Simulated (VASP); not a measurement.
Runs of VASP 6.6.1 on NaI. The structure is that of space group Fm-3m (No. 225), or close to it. The cells are those of the table. 

```csv
level,cell,smearing,gap on the mesh (eV),pressure (GPa)
PBE,"a = 4.507 Å, angles 60.0°, 2 atoms",fermi-dirac 0.02 eV,3.77,1.3
r2SCAN,"a = 4.507 Å, angles 60.0°, 2 atoms",gaussian 0.01 eV,4.59,0.7
r2SCAN,"a = 4.516, b = 4.516, c = 4.463 Å, angles 60.4, 60.4, 59.2°, 2 atoms",gaussian 0.01 eV,4.59,(a)
PBE,"a = 4.516, b = 4.516, c = 4.463 Å, angles 60.4, 60.4, 59.2°, 2 atoms",fermi-dirac 0.02 eV,3.77,1.5
```

Alike in all rows: task single point; potentials or basis VASP PAW PBE potentials, release 64 (Na_pv, I); no spin polarisation; k mesh 8 × 8 × 8; cutoff (eV) 520.

Problem. Fill in the values left out.

Solution. (a) 0.8.

Caveats: spin-orbit coupling is left out, which moves the levels of the heavy elements; the PAW data sets were made with another functional, which shifts forces and pressure a little (some runs).

A k mesh can miss the band edges, and the runs leave out spin-orbit coupling on I.
